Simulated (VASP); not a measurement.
# Os: single point with SVWN5

Crystal: Os.

```xyz
2
Lattice="2.7522 0.0000 0.0000 -1.3761 2.3835 0.0000 0.0000 0.0000 4.3483" Properties=species:S:1:pos:R:3 pbc="T T T"
Os    1.3761    0.7945    3.2612
Os    0.0000    1.5890    1.0871
```

- Program: VASP 6.6.1
- Task: single point
- Functional: SVWN5
- Potentials or basis: VASP PAW PBE potentials, release 64 (Os_sv_GW)
- Cutoff: 560 eV
- k mesh: 11 × 11 × 6
- Occupations: fermi-dirac, width 0.05 eV
- Spin: no spin polarisation
- Dipole correction: no
- Further INCAR settings: ALGO = Normal; EDIFF = 1e-06; NBANDS = 23

| Item | Value |
| --- | --- |
| Pressure | -18.2 GPa |
| Band gap on the k mesh | zero (bands 16 and 17 overlap by 3.78 eV) |

Stress tensor (GPa, compression positive):
```
-17.83   0.00   0.00
  0.00 -17.83   0.00
  0.00   0.00 -18.89
```

Levels at points of the mesh, in eV from the Fermi level:
```
           k point  band 13  band 14  band 15  band 16  band 17  band 18  band 19  band 20
(0.00, 0.00, 0.00)    -2.68    -2.11    -2.11    -1.47    -1.47     0.14     1.69     1.69
(0.00, 0.00, 0.50)    -3.11    -3.11    -3.11    -3.11     0.92     0.92     0.92     0.92
```

Wall time 28 s on 1 thread of Intel(R) Xeon(R) 6975P-C (Granite Rapids), on a shared host, peak memory 0.17 GiB.

Caveat: the cell stands under tension; the PAW data sets were made with another functional, which shifts forces and pressure a little; spin-orbit coupling is left out, which moves the levels of the heavy elements.
